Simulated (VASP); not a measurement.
# Ba2Co3S2 (R-3m) in VASP: single point with r2SCAN

Aim: the single point of Ba2Co3S2 with r2SCAN.

Everything below comes from runs of VASP 6.6.1. Logs are shortened: lines on timing, memory, paths and dates and some standing lists are left out, and cuts for length are marked.

### 1 The cell of the first run

It takes space group R-3m (No. 166, trigonal). Conventional cell: a = 5.673 Å, b = 5.673 Å, c = 14.581 Å, α = 90.00°, β = 90.00°, γ = 120.00°. Within 3.9 Å of Ba (site symmetry -3m) lie 6 Co at 2.93 Å and 6 S at 3.37 Å. Within 3.7 Å of Ba (site symmetry -3m) lie 6 Co at 2.84 Å and 8 S at 3.22 to 3.66 Å. Within 3.1 Å of Co (site symmetry 2/m) lie 2 S at 2.32 Å and 4 Co at 2.84 Å and 4 Ba at 2.84 to 2.93 Å. Within 3.4 Å of S (site symmetry 3m) lie 3 Co at 2.32 Å and 4 Ba at 3.22 to 3.37 Å.

### 2 Single point, r2SCAN

Input file POSCAR:

```
Ba2Co3S2
1.0
    0.0000000000     -3.2414050000      4.6557740000
    2.7455580000     -1.7229540000     -4.6557740000
    3.1153440000      1.7229540000      4.6557740000
Ba Co S
2 3 2
Direct
    0.0000000000      0.0000000000      0.0000000000
    0.5000000000      0.5000000000      0.5000000000
    0.0000000000      0.5000000000      0.5000000000
    0.5000000000      0.0000000000      0.5000000000
    0.0000000000      0.0000000000      0.5000000000
    0.7210000000      0.2790000000      0.8370000000
    0.2790000000      0.7210000000      0.1630000000
```

Input file INCAR.step1:

```
SYSTEM = Ba2Co3S2
PREC = Accurate
ENCUT = 520
ISMEAR = -1
SIGMA = 0.1
LREAL = .FALSE.
LASPH = .TRUE.
NELM = 60
NBANDS = 38
GGA = PE
ALGO = Normal
EDIFF = 1E-4
LWAVE = .TRUE.
LCHARG = .FALSE.
```

Input file INCAR.step2:

```
SYSTEM = Ba2Co3S2
PREC = Accurate
ENCUT = 520
EDIFF = 1E-6
ISMEAR = -1
SIGMA = 0.1
LREAL = .FALSE.
LASPH = .TRUE.
NELM = 60
ALGO = Normal
ISIF = 2
LWAVE = .FALSE.
LCHARG = .FALSE.
METAGGA = R2SCAN
LMIXTAU = .TRUE.
NBANDS = 38
ISTART = 1
```

Input file KPOINTS:

```
Automatic mesh
0
G
  7 7 7
  0 0 0
```

Potentials or basis: VASP PAW PBE potentials, release 64 (Ba_sv, Co, S).

On the command line:

```console
> cat potpaw_PBE.64/Ba_sv/POTCAR potpaw_PBE.64/Co/POTCAR potpaw_PBE.64/S/POTCAR > POTCAR
> cp INCAR.step1 INCAR
> mpirun -np 1 vasp_std > vasp.out
> cp INCAR.step2 INCAR
> mpirun -np 1 vasp_std > vasp.out
```

OUTCAR:

```text
SYSTEM = Ba2Co3S2
   PREC = Accurate
   ENCUT = 520
   EDIFF = 1E-6
   ISMEAR = -1
   LREAL = .FALSE.
   LASPH = .TRUE.
   NELM = 60
   ISIF = 2
   METAGGA = R2SCAN
   ISTART = 1

 ion  position               nearest neighbor table
   1  0.000  0.000  0.000-   5 2.93   5 2.93   3 2.93   3 2.93   4 2.93   4 2.93   6 3.37   7 3.37
                             7 3.37   6 3.37   6 3.37   7 3.37   2 4.08   2 4.08   2 4.08   2 4.08
   2  0.500  0.500  0.500-   4 2.84   4 2.84   3 2.84   3 2.84   5 2.84   5 2.84   6 3.22   7 3.22
                             6 3.66   7 3.66   6 3.66   7 3.66   6 3.66   7 3.66   1 4.08   1 4.08
   3  0.000  0.500  0.500-   6 2.32   7 2.32   5 2.84   5 2.84   2 2.84   2 2.84   4 2.84   4 2.84
                             1 2.93   1 2.93
   4  0.500  0.000  0.500-   6 2.32   7 2.32   2 2.84   2 2.84   5 2.84   5 2.84   3 2.84   3 2.84
                             1 2.93   1 2.93
   5  0.000  0.000  0.500-   6 2.32   7 2.32   3 2.84   3 2.84   4 2.84   4 2.84   2 2.84   2 2.84
                             1 2.93   1 2.93
   6  0.721  0.279  0.837-   4 2.32   5 2.32   3 2.32   2 3.22   1 3.37   1 3.37   1 3.37   2 3.66
                             2 3.66   2 3.66
   7  0.279  0.721  0.163-   4 2.32   5 2.32   3 2.32   2 3.22   1 3.37   1 3.37   1 3.37   2 3.66
                             2 3.66   2 3.66

  LATTYP: Found a trigonal (rhomboedric) cell.
 ALAT       =     5.8609020000
 COS(alpha) =     0.5315464153

  Lattice vectors:

 A1 = (   5.8609020000,   0.0000000000,   0.0000000000)
 A2 = (   3.1153440000,   4.9643590000,   0.0000000000)
 A3 = (   3.1153440000,   1.7229540000,   4.6557740000)

Analysis of symmetry for initial positions (statically):
=====================================================================
 Subroutine PRICEL returns:
 Original cell was already a primitive cell.

 Routine SETGRP: Setting up the symmetry group for a
 trigonal (rhombohedral) supercell.

 Subroutine GETGRP returns: Found 12 space group operations
 (whereof 12 operations were pure point group operations)
 out of a pool of 12 trial point group operations.

The static configuration has the point symmetry D_3d.

Analysis of symmetry for dynamics (positions and initial velocities):
=====================================================================
 Subroutine PRICEL returns:
 Original cell was already a primitive cell.

 Routine SETGRP: Setting up the symmetry group for a
 trigonal (rhombohedral) supercell.

 Subroutine GETGRP returns: Found 12 space group operations
 (whereof 12 operations were pure point group operations)
 out of a pool of 12 trial point group operations.

The dynamic configuration has the point symmetry D_3d.

 Subroutine INISYM returns: Found 12 space group operations
 (whereof 12 operations are pure point group operations),
 and found     1 'primitive' translations
[... 115 lines left out ...]
   PSTRESS=    0.0 pullay stress
   NELECT =      59.0000    total number of electrons
   NUPDOWN=      -1.0000    fix difference up-down
   EMIN   =  10.00;   EMAX   =-10.00  energy-range for DOS
   EFERMI =   0.00;   METHOD = LEGACY
   ISMEAR =    -1;   SIGMA  =   0.10  broadening in eV -4-tet -1-fermi 0-gaus
   EFERMI_NEDOS =   21; number of points for ismear=-14 and -15
   IALGO  =     38    algorithm
   IMIX   =      4    mixing-type and parameters
     AMIX     =   0.40;   BMIX     =  1.00
     AMIX_MAG =   1.60;   BMIX_MAG =  1.00
  volume/ion in A,a.u.               =      19.35       130.59
  Fermi-wavevector in a.u.,A,eV,Ry     =   1.240944  2.345045 20.952197  1.539943
  Thomas-Fermi vector in A             =   2.375363
   LORBIT       =      0    0 simple, 1 ext, 2 COOP (PROOUT), +10 PAW based schemes
   METAGGA = R2SCAN    functional components
   LHFCALC =     F    Hartree Fock is set to
   AEXX    =    0.0000 exact exchange contribution
   IVDW    =     0    specifies the selected vdW correction
   LEPSILON=     F    determine dielectric tensor
   LRPA    =     F    only Hartree local field effects (RPA)
 non-spin polarized calculation
  energy-cutoff  :      520.00
  volume of cell :      135.46
 maximum number of plane-waves:      3667
 NGX is ok and might be reduce to    42
   NGX = 21   NGY = 21   NGZ = 21

 number of electron      58.9999985 magnetization

 Free energy of the ion-electron system (eV)
  ---------------------------------------------------
  ext. energy  EPLUGINS =         0.00000000
  ---------------------------------------------------
  free energy    TOTEN  =      -110.47799129 eV

  energy without entropy =     -110.31501150  energy(sigma->0) =     -110.39650139

 E-fermi :   5.9780     XC(G=0): -11.2997

 val. band max:        5.9772538173   @ k =   0.2857   0.1429   0.1429
 cond. band min:       5.9905571458   @ k =  -0.2857   0.1429   0.0000
 fundamental gap:      0.0133033286
 Fermi energy:         5.9780089763

 k-point     1 :       0.0000    0.0000    0.0000
  band No.  band energies     occupation
      1     -22.2558      2.00000
      2     -22.0951      2.00000
      3      -8.4951      2.00000
      4      -7.7359      2.00000
      5      -7.5192      2.00000
      6      -7.5083      2.00000
[... 973 lines left out ...]
     37       9.7052      0.00000
     38      10.2450      0.00000

 [... further k-points ...]

------------------------ aborting loop because EDIFF is reached ----------------------------------------

  FORCE on cell =-STRESS in cart. coord.  units (eV):
  Direction    XX          YY          ZZ          XY          YZ          ZX
  --------------------------------------------------------------------------------------
  -------------------------------------------------------------------------------------
  Total        1.9101623      0.4944540      0.1729978      1.1279787      0.4343196      0.7853100
  in kB       22.5923452      5.8481293      2.0461221     13.3411101      5.1368931      9.2882139
  external PRESSURE =      10.1621989 kB  Pullay stress =       0.0000000 kB

 VOLUME and BASIS-vectors are now :
 -----------------------------------------------------------------------------
  energy-cutoff  :      520.00
  volume of cell :      135.46
      direct lattice vectors                 reciprocal lattice vectors
     0.000000000 -3.241405000  4.655774000     0.000000000 -0.201435875  0.074545016
     2.745558000 -1.722954000 -4.655774000     0.170622201 -0.107072605 -0.074545216
     3.115344000  1.722954000  4.655774000     0.170622201  0.094363270  0.065696826

 POSITION                                       TOTAL-FORCE (eV/Angst)
 -----------------------------------------------------------------------------------
      0.00000      0.00000      0.00000         0.000000      0.000000      0.000000
      2.93045     -1.62070      2.32789        -0.000000      0.000000      0.000000
      2.93045      0.00000      0.00000         0.000000      0.000000      0.000000
      1.55767     -0.75923      4.65577        -0.000000     -0.000000      0.000000
      1.55767      0.86148      2.32789         0.000000      0.000000      0.000000
      3.37355     -1.37564      5.95473        -1.931602     -1.068282     -0.743749
      2.48735     -1.86576     -1.29896         1.931602      1.068282      0.743749
 -----------------------------------------------------------------------------------
    total drift:                                0.000000      0.000000     -0.000000

  FREE ENERGIE OF THE ION-ELECTRON SYSTEM (eV)
  ---------------------------------------------------
  free  energy   TOTEN  =      -110.4779912895 eV

  energy  without entropy=     -110.3150114983  energy(sigma->0) =     -110.39650139
```

OUTCAR.step1:

```text
SYSTEM = Ba2Co3S2
   PREC = Accurate
   ENCUT = 520
   ISMEAR = -1
   LREAL = .FALSE.
   LASPH = .TRUE.
   NELM = 60
[... 1231 lines left out ...]
      1.55767      0.86148      2.32789         0.000000     -0.000000      0.000000
      3.37355     -1.37564      5.95473        -1.789869     -0.989896     -0.689176
      2.48735     -1.86576     -1.29896         1.789869      0.989896      0.689176
 -----------------------------------------------------------------------------------
    total drift:                                0.000000      0.000000     -0.000000

  FREE ENERGIE OF THE ION-ELECTRON SYSTEM (eV)
  ---------------------------------------------------
  free  energy   TOTEN  =       -35.2652436503 eV

  energy  without entropy=      -35.0348756540  energy(sigma->0) =      -35.15005965
```

Run time: 17 min. Hardware: 1 thread of Intel Xeon Platinum 8259CL at 2.50GHz (Skylake/Cascade Lake), shared host; peak memory 0.45 GiB.

Results:

```
Free energy            : -110.4780 eV
Pressure               : 1.0 GPa
Largest force          : 2.329 eV/Å
Band gap on the k mesh : zero (an odd number of electrons rules out a gap without spin polarisation)
```

Forces on the atoms (eV/Å):
```
Ba   0.000  0.000  0.000
Ba   0.000  0.000  0.000
Co   0.000  0.000  0.000
Co   0.000  0.000  0.000
Co   0.000  0.000  0.000
S   -1.932 -1.068 -0.744
S    1.932  1.068  0.744
```

Caveat: the PAW data sets were made with another functional, which shifts forces and pressure a little; spin-orbit coupling is left out, which moves the levels of the heavy elements; the run has no spin polarisation, though such a crystal can be magnetic. With open d or f shells a metallic result of r2SCAN can be an artefact of self-interaction; +U or a hybrid may open a gap.
